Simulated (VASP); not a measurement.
A run of VASP 6.6.1 is set up as follows.

INCAR

```
ALGO = Normal
EDIFF = 1E-8
ENCUT = 520
GGA = PS
ISIF = 2
ISMEAR = -1
LASPH = True
LCHARG = False
LEFG = True
LREAL = False
LWAVE = False
NBANDS = 18
NELM = 80
PREC = Accurate
SIGMA = 0.03
```

File KPOINTS:

```
k-points
0
Gamma
  14 14 8
```

The input POSCAR:

```
Au
1.0
    2.8608044381      0.0000000000      0.0000000000
   -1.4304022190      2.4775293187      0.0000000000
    0.0000000000      0.0000000000      4.8140459691
Au
2
Direct
    0.3333333333      0.6666666667      0.7500000000
    0.6666666667      0.3333333333      0.2500000000
```

Potentials or basis: VASP PAW PBE potentials, release 64 (Au).

Command:

```sh
$ cat potpaw_PBE.64/Au/POTCAR > POTCAR
$ mpirun -np 1 vasp_std > vasp.out
```

Problem. What does it give for the pressure?

Solution. -0.6 GPa.

Problem. Predict the band gap on the k mesh.

Solution. Zero (band 11 reaches 13.15 eV, above the bottom of band 12 at 6.62 eV).

Electric field gradients, principal values (V/Å²):
| atom | least | middle | greatest (by size) |
| --- | --- | --- | --- |
| 1 Au | -14.253 | -14.254 | 28.506 |
| 2 Au | -14.253 | -14.254 | 28.506 |

Caveat: without QUAD_EFG the Cq values of the log hold for a quadrupole moment of 1 mb, not for the nuclei; the PAW data sets were made with another functional, which shifts forces and pressure a little; spin-orbit coupling is left out, which moves the levels of the heavy elements.
